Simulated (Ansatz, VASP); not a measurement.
# CoSn: VASP beside Ansatz

```
CELL_PARAMETERS angstrom
5.29661 0.00000 0.00000
-2.64831 4.58700 0.00000
0.00000 0.00000 4.23024
ATOMIC_POSITIONS crystal
Co 0.00000 0.50000 0.00000
Co 0.50000 0.50000 0.00000
Co 0.50000 0.00000 0.00000
Sn 0.66667 0.33333 0.50000
Sn 0.33333 0.66667 0.50000
Sn 0.00000 0.00000 0.00000
```

Alike in both runs: functional PBE; k mesh 9 × 9 × 8; occupations gaussian, width 0.1 eV; no spin polarisation.

Ansatz relaxed the structure, and its values are those at the end. VASP's run is a single point on that final structure, the one shown.

|  | VASP | Ansatz |
| --- | --- | --- |
| version | VASP 6.6.1 | Ansatz 0.2.0 |
| potentials or method | VASP PAW PBE potentials, release 64 (Co, Sn_d), cutoff 520 eV | scalar-relativistic, plane waves, PAW |
| valence electrons in the cell | 69 | 93 |

Ansatz gave:

* gap on the k mesh at the Fermi level (eV): none
* pressure (GPa): 0.0

**Question.** Estimate VASP's values.

**Answer.** gap on the k mesh at the Fermi level (eV): none; pressure (GPa): -0.1.

A gap of «none» marks a metal or a gap that the smearing closes. With one functional, cell and mesh, what is left measures potentials, basis and numerics. VASP's potentials hold 69 valence electrons a cell and Ansatz's 93, so a difference there can come from the potentials and not from the codes.
